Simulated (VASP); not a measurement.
InH, 2 atoms in the cell. Symmetry: Fm-3m, No. 225, cubic system. The conventional cell has a = 5.028 Å, b = 5.028 Å, c = 5.028 Å, α = 90.00°, β = 90.00°, γ = 90.00°. Within 3.3 Å of In (site symmetry m-3m) lie 6 H at 2.51 Å. H (site symmetry m-3m) has 6 In at 2.51 Å within 3.3 Å. The cell was generated, and may not be a known phase.

| Quantity | Value |
| --- | --- |
| Program | VASP 6.6.1 |
| Task | single point |
| Functional | PBE |
| Potentials or basis | VASP PAW PBE potentials, release 64 (In_d, H) |
| Cutoff | 520 eV |
| k mesh | 20 × 20 × 20 |
| Occupations | gaussian, width 0.1 eV |
| Spin | no spin polarisation |
| Dipole correction | no |
| Further INCAR settings | ALGO = Normal; EDIFF = 1e-06; NBANDS = 14 |

Potentials or basis: VASP PAW PBE potentials, release 64 (In_d, H).

The run is started by

```sh
$ cat potpaw_PBE.64/In_d/POTCAR potpaw_PBE.64/H/POTCAR > POTCAR
$ mpirun -np 1 vasp_std > vasp.out
```

Hardware: 1 thread of Intel Xeon 8259CL, on a shared host.

**Question.** How long does it take, and how much memory?

**Answer.** It took 3.2 min on 1 thread of Intel Xeon 8259CL, on a shared host, peak memory 0.25 GiB. Counts: scf iterations 12, k points 256.
